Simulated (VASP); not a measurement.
# Bi (P6/mmm) in VASP: further runs, part 2 of 2

VASP 6.6.1. The steps go on from the part before.

## 3. Single point, PBE

This run uses another cell than the first one, of 32.01 Å³/atom.

INCAR reads:

```
PREC     = Accurate       # precision mode
ENCUT    = 520            # plane-wave cutoff, eV
EDIFF    = 1E-6           # SCF threshold, eV
ISMEAR   = -1             # smearing method
SIGMA    = 0.1            # smearing width, eV
LREAL    = False          # projectors in reciprocal space
LASPH    = True           # aspherical terms in the spheres
NELM     = 100            # most SCF steps
ALGO     = Normal         # electronic algorithm
ISIF     = 2              # what is computed and relaxed
LWAVE    = False          # write WAVECAR
LCHARG   = False          # write CHGCAR
GGA      = PE             # functional
NBANDS   = 30             # bands
```

KPOINTS reads:

```
Automatic mesh
0
Gamma
  9 9 12
```

POSCAR reads:

```
Bi
1.0
    5.7322969703      0.0000000000      0.0000000000
   -2.8661484852      4.9643147983      0.0000000000
    0.0000000000      0.0000000000      3.3745045518
Bi
3
Direct
    1.0000000000      1.0000000000      0.0000000000
    0.3333333333      0.6666666667      0.5000000000
    0.6666666667      0.3333333333      0.5000000000
```

Potentials or basis: VASP PAW PBE potentials, release 64 (Bi_d).

Run with:

```
> cat potpaw_PBE.64/Bi_d/POTCAR > POTCAR
> mpirun -np 1 vasp_std > vasp.out
```

OUTCAR:

```text
PREC = Accurate
   ENCUT = 520
   EDIFF = 1E-6
   ISMEAR = -1
   LREAL = False
   LASPH = True
   NELM = 100
   ISIF = 2
   GGA = PE

 ion  position               nearest neighbor table
   1  0.000  0.000  0.000-   2 3.71   3 3.71   2 3.71   3 3.71   3 3.71   3 3.71   2 3.71   2 3.71
                             3 3.71   3 3.71   2 3.71   2 3.71
   2  0.333  0.667  0.500-   3 3.31   3 3.31   3 3.31   1 3.71   1 3.71   1 3.71   1 3.71   1 3.71
                             1 3.71
   3  0.667  0.333  0.500-   2 3.31   2 3.31   2 3.31   1 3.71   1 3.71   1 3.71   1 3.71   1 3.71
                             1 3.71

  LATTYP: Found a hexagonal cell.
 ALAT       =     5.7322969703
 C/A-ratio  =     0.5886827862

  Lattice vectors:

 A1 = (   5.7322969703,   0.0000000000,   0.0000000000)
 A2 = (  -2.8661484852,   4.9643147983,   0.0000000000)
 A3 = (   0.0000000000,   0.0000000000,   3.3745045518)

Analysis of symmetry for initial positions (statically):
=====================================================================
 Subroutine PRICEL returns:
 Original cell was already a primitive cell.

 Routine SETGRP: Setting up the symmetry group for a
 hexagonal supercell.

 Subroutine GETGRP returns: Found 24 space group operations
 (whereof 24 operations were pure point group operations)
 out of a pool of 24 trial point group operations.

The static configuration has the point symmetry D_6h.

Analysis of symmetry for dynamics (positions and initial velocities):
=====================================================================
 Subroutine PRICEL returns:
 Original cell was already a primitive cell.

 Routine SETGRP: Setting up the symmetry group for a
 hexagonal supercell.

 Subroutine GETGRP returns: Found 24 space group operations
 (whereof 24 operations were pure point group operations)
 out of a pool of 24 trial point group operations.

The dynamic configuration has the point symmetry D_6h.

 Subroutine INISYM returns: Found 24 space group operations
 (whereof 24 operations are pure point group operations),
 and found     1 'primitive' translations

----------------------------------------------------------------------------------------

                                     Primitive cell

  volume of cell :      96.0280

  direct lattice vectors                    reciprocal lattice vectors
     5.732296970  0.000000000  0.000000000     0.174450138  0.100718834  0.000000000
    -2.866148485  4.964314798  0.000000000     0.000000000  0.201437669  0.000000000
     0.000000000  0.000000000  3.374504552     0.000000000  0.000000000  0.296339799

  length of vectors
     5.732296970  5.732296970  3.374504552     0.201437669  0.201437669  0.296339799

  position of ions in fractional coordinates (direct lattice)
     0.000000000  0.000000000  0.000000000
     0.333333333  0.666666667  0.500000000
     0.666666667  0.333333333  0.500000000

  ion indices of the primitive-cell ions
   primitive index   ion index
                 1           1
                 2           2
                 3           3

----------------------------------------------------------------------------------------

 KPOINTS: Automatic mesh

Automatic generation of k-mesh.
 Grid dimensions read from file:
 generate k-points for:    9    9   12

 Generating k-lattice:

  Cartesian coordinates                     Fractional coordinates (reciprocal lattice)
     0.019383349  0.011190982  0.000000000     0.111111111  0.000000000  0.000000000
     0.000000000  0.022381963  0.000000000     0.000000000  0.111111111  0.000000000
     0.000000000  0.000000000  0.024694983     0.000000000  0.000000000  0.083333333

  Length of vectors
     0.022381963  0.022381963  0.024694983

  Shift w.r.t. Gamma in fractional coordinates (k-lattice)
     0.000000000  0.000000000  0.000000000

 Subroutine IBZKPT returns following result:
 ===========================================

 Found     84 irreducible k-points:

 Following reciprocal coordinates:
            Coordinates               Weight
  0.000000  0.000000  0.000000      1.000000
  0.111111 -0.000000  0.000000      6.000000
  0.222222 -0.000000  0.000000      6.000000
  0.333333 -0.000000  0.000000      6.000000
  0.444444 -0.000000  0.000000      6.000000
  0.111111  0.111111  0.000000      6.000000
[... 16 lines left out ...]
  0.333333  0.222222  0.083333     24.000000
  0.333333  0.333333  0.083333      4.000000
 [... further k-points ...]
   k-points           NKPTS =     84   k-points in BZ     NKDIM =     84   number of bands    NBANDS=     30
   number of dos      NEDOS =    301   number of ions     NIONS =      3
   total plane-waves  NPLWV =  64512
   dimension x,y,z NGX =    48 NGY =   48 NGZ =   28
   dimension x,y,z NGXF=    96 NGYF=   96 NGZF=   56
   ions per type =               3
   NGX,Y,Z   is equivalent  to a cutoff of  13.92, 13.92, 13.79 a.u.
   NGXF,Y,Z  is equivalent  to a cutoff of  27.84, 27.84, 27.59 a.u.
 SYSTEM =  unknown system
   PREC   = accura    normal or accurate (medium, high low for compatibility)
   ISTART =      0    job   : 0-new  1-cont  2-samecut
   ICHARG =      2    charge: 1-file 2-atom 10-const
   ISPIN  =      1    spin polarized calculation?
   LNONCOLLINEAR =      F non collinear calculations
   LSORBIT =      F    spin-orbit coupling
   LASPH  =      T    aspherical Exc in radial PAW
   ENCUT  =  520.0 eV  38.22 Ry    6.18 a.u.  10.66 10.66  6.27*2*pi/ulx,y,z
   NELM   =    100;   NELMIN=  2; NELMDL= -5     # of ELM steps
   EDIFF  = 0.1E-05   stopping-criterion for ELM
   LREAL  =      F    real-space projection
   EDIFFG = 0.1E-04   stopping-criterion for IOM
   NSW    =      0    number of steps for IOM
   IBRION =     -1    ionic relax: 0-MD 1-quasi-New 2-CG
   NFREE  =      0    steps in history (QN), initial steepest desc. (CG)
   ISIF   =      2    stress and relaxation
   ISYM   =      2    0-nonsym 1-usesym 2-fastsym
   POTIM  = 0.5000    time-step for ionic-motion
   TEBEG  =    0.0;   TEEND  =   0.0 temperature during run
   PSTRESS=    0.0 pullay stress
   NELECT =      45.0000    total number of electrons
   NUPDOWN=      -1.0000    fix difference up-down
   EMIN   =  10.00;   EMAX   =-10.00  energy-range for DOS
   EFERMI =   0.00;   METHOD = LEGACY
   ISMEAR =    -1;   SIGMA  =   0.10  broadening in eV -4-tet -1-fermi 0-gaus
   EFERMI_NEDOS =   21; number of points for ismear=-14 and -15
   IALGO  =     38    algorithm
   IMIX   =      4    mixing-type and parameters
     AMIX     =   0.40;   BMIX     =  1.00
     AMIX_MAG =   1.60;   BMIX_MAG =  1.00
  volume/ion in A,a.u.               =      32.01       216.01
  Fermi-wavevector in a.u.,A,eV,Ry     =   1.271588  2.402952 21.999741  1.616935
  Thomas-Fermi vector in A             =   2.404513
   LORBIT       =      0    0 simple, 1 ext, 2 COOP (PROOUT), +10 PAW based schemes
   GGA     = PE    functional components
   LHFCALC =     F    Hartree Fock is set to
   AEXX    =    0.0000 exact exchange contribution
   IVDW    =     0    specifies the selected vdW correction
   LEPSILON=     F    determine dielectric tensor
   LRPA    =     F    only Hartree local field effects (RPA)
 non-spin polarized calculation
  energy-cutoff  :      520.00
  volume of cell :       96.03
 maximum number of plane-waves:      2641
 NGX is ok and might be reduce to    48
   NGX = 21   NGY = 21   NGZ = 13

 number of electron      44.9999996 magnetization

 Free energy of the ion-electron system (eV)
  ---------------------------------------------------
  ext. energy  EPLUGINS =         0.00000000
  ---------------------------------------------------
  free energy    TOTEN  =       -11.26643818 eV

  energy without entropy =      -11.20153034  energy(sigma->0) =      -11.23398426

 E-fermi :   7.5475     XC(G=0): -10.1499

 val. band max:        7.5176058334   @ k =   0.2222   0.1111   0.2500
 cond. band min:       7.5563842430   @ k =   0.3333   0.1111   0.1667
 fundamental gap:      0.0387784096
 Fermi energy:         7.5475367678

 k-point     1 :       0.0000    0.0000    0.0000
  band No.  band energies     occupation
      1     -15.5330      2.00000
      2     -15.4786      2.00000
      3     -15.4332      2.00000
      4     -15.4245      2.00000
      5     -15.4245      2.00000
      6     -15.3688      2.00000
[... 781 lines left out ...]
     29      14.2688      0.00000
     30      14.2688      0.00000

 [... further k-points ...]

------------------------ aborting loop because EDIFF is reached ----------------------------------------

  FORCE on cell =-STRESS in cart. coord.  units (eV):
  Direction    XX          YY          ZZ          XY          YZ          ZX
  --------------------------------------------------------------------------------------
  -------------------------------------------------------------------------------------
  Total       -0.1230898     -0.1230898      0.0724016      0.0000000     -0.0000000      0.0000000
  in kB       -2.0536892     -2.0536892      1.2079835      0.0000000     -0.0000000      0.0000000
  external PRESSURE =      -0.9664649 kB  Pullay stress =       0.0000000 kB

 VOLUME and BASIS-vectors are now :
 -----------------------------------------------------------------------------
  energy-cutoff  :      520.00
  volume of cell :       96.03
      direct lattice vectors                 reciprocal lattice vectors
     5.732296970  0.000000000  0.000000000     0.174450138  0.100718834  0.000000000
    -2.866148485  4.964314798  0.000000000     0.000000000  0.201437669  0.000000000
     0.000000000  0.000000000  3.374504552     0.000000000  0.000000000  0.296339799

 POSITION                                       TOTAL-FORCE (eV/Angst)
 -----------------------------------------------------------------------------------
      0.00000      0.00000      0.00000         0.000000      0.000000      0.000000
     -0.00000      3.30954      1.68725        -0.000000      0.000000      0.000000
      2.86615      1.65477      1.68725         0.000000      0.000000     -0.000000
 -----------------------------------------------------------------------------------
    total drift:                               -0.000000      0.000000     -0.000000

  FREE ENERGIE OF THE ION-ELECTRON SYSTEM (eV)
  ---------------------------------------------------
  free  energy   TOTEN  =       -11.2664381824 eV

  energy  without entropy=      -11.2015303371  energy(sigma->0) =      -11.23398426
```

Run time: 70 s. Hardware: 1 thread of Intel Xeon 6975P-C (Granite Rapids), shared host; peak memory 0.34 GiB.

What came out:

```
Free energy            : -11.2664 eV
Pressure               : -0.1 GPa
Band gap on the k mesh : zero (an odd number of electrons rules out a gap without spin polarisation)
```

Caveat: spin-orbit coupling is left out, which moves the levels of the heavy elements.

## 4. Relaxation of cell and atoms, PBE

This run uses another cell than the first one, of 31.85 Å³/atom.

INCAR reads:

```
SYSTEM = Bi
  PREC = Accurate
  ENCUT = 600
  EDIFF = 1E-6
  ISMEAR = -1
  SIGMA = 0.1
  LREAL = .FALSE.
  LASPH = .TRUE.
  NELM = 60
  ALGO = Normal
  ISIF = 3
  LWAVE = .FALSE.
  LCHARG = .FALSE.
  GGA = PE
  IBRION = 2
  NSW = 80
  EDIFFG = -0.01
```

KPOINTS reads:

```
regular mesh
0
G
  7 7 9
  0 0 0
```

POSCAR reads:

```
Bi
1.0
    5.6460260353      0.0000000000      0.0000000000
   -2.8230130177      4.8896019770      0.0000000000
    0.0000000000      0.0000000000      3.4610139597
Bi
3
Direct
    0.0000000000      0.0000000000      0.0000000000
    0.3333333333      0.6666666667      0.5000000000
    0.6666666667      0.3333333333      0.5000000000
```

Run with:

```
> cat potpaw_PBE.64/Bi_d/POTCAR > POTCAR
> mpirun -np 1 vasp_std > vasp.out
```

Run time: 3.9 min. Hardware: 1 thread of Intel Xeon 6975P-C (Granite Rapids), shared host; peak memory 0.31 GiB.

It converged, with:

```
Free energy                           : -11.2710 eV
Relaxed volume                        : 32.01 Å³/atom
Relaxed cell                          : a = 5.731 Å, b = 5.731 Å, c = 3.376 Å, α = 90.00°, β = 90.00°, γ = 120.00°
Space group after relaxing (to 0.1 Å) : P6/mmm (No. 191)
Energy gained by relaxing             : 6.1 meV/atom
Ionic steps                           : 11
Pressure after relaxing               : 0.0 GPa
Band gap on the k mesh                : zero (an odd number of electrons rules out a gap without spin polarisation)
```

The path:
```
step  energy change (eV)  largest force (eV/Å)  pressure (GPa)  volume (Å³)
   1              0.0000                0.0000            0.23        95.55
   2             -0.0118                0.0000           -0.10        96.17
   3             -0.0172                0.0000           -0.42        96.84
   4             -0.0177                0.0000            0.27        95.59
   5             -0.0184                0.0000           -0.03        96.13
   6             -0.0184                0.0000           -0.03        96.14
   7             -0.0181                0.0000           -0.24        96.49
   8             -0.0184                0.0000           -0.05        96.16
   9             -0.0184                0.0000           -0.06        96.07
  10             -0.0184                0.0000           -0.01        96.02
  11             -0.0184                0.0000            0.01        96.04
```

Final structure:
```
Bi
1.0
     5.73138    0.00000    0.00000
    -2.86569    4.96352    0.00000
     0.00000    0.00000    3.37605
Bi
3
Direct
  0.00000 0.00000 0.00000
  0.33333 0.66667 0.50000
  0.66667 0.33333 0.50000
```

Levels at points of the mesh, in eV from the Fermi level:
```tsv
k point	band 18	band 19	band 20	band 21	band 22	band 23	band 24	band 25	band 26	band 27
(0.00, 0.00, 0.00)	-10.01	-3.39	-3.39	-3.17	-3.17	1.72	4.76	4.76	5.33	5.35
```

Caveat: spin-orbit coupling is left out, which moves the levels of the heavy elements.

## 5. Overview

| task | cell | k mesh | cutoff (eV) | gap on the mesh (eV) | pressure (GPa) |
| --- | --- | --- | --- | --- | --- |
| single point | a = 5.953, b = 5.953, c = 3.504 Å, angles 90.0, 90.0, 120.0°, 3 atoms | 7 × 7 × 11 | 520 | none | -4.4 |
| single point | a = 5.732, b = 5.732, c = 3.375 Å, angles 90.0, 90.0, 120.0°, 3 atoms | 9 × 9 × 12 | 520 | none | -0.1 |
| relaxation of cell and atoms | relaxed from a = 5.646, b = 5.646, c = 3.461 Å, angles 90.0, 90.0, 120.0°, 3 atoms | 7 × 7 × 9 | 600 | none | 0.0 |

Alike in all rows: level PBE; potentials or basis VASP PAW PBE potentials, release 64 (Bi_d); no spin polarisation; smearing fermi-dirac 0.1 eV.

Caveats: spin-orbit coupling is left out, which moves the levels of the heavy elements; the cell stands under tension (at least some runs).

Total energies depend on the potentials used, so only differences within one code and one set of settings carry meaning.

The gap in the log of VASP goes by the Fermi energy; the results here count the filled bands.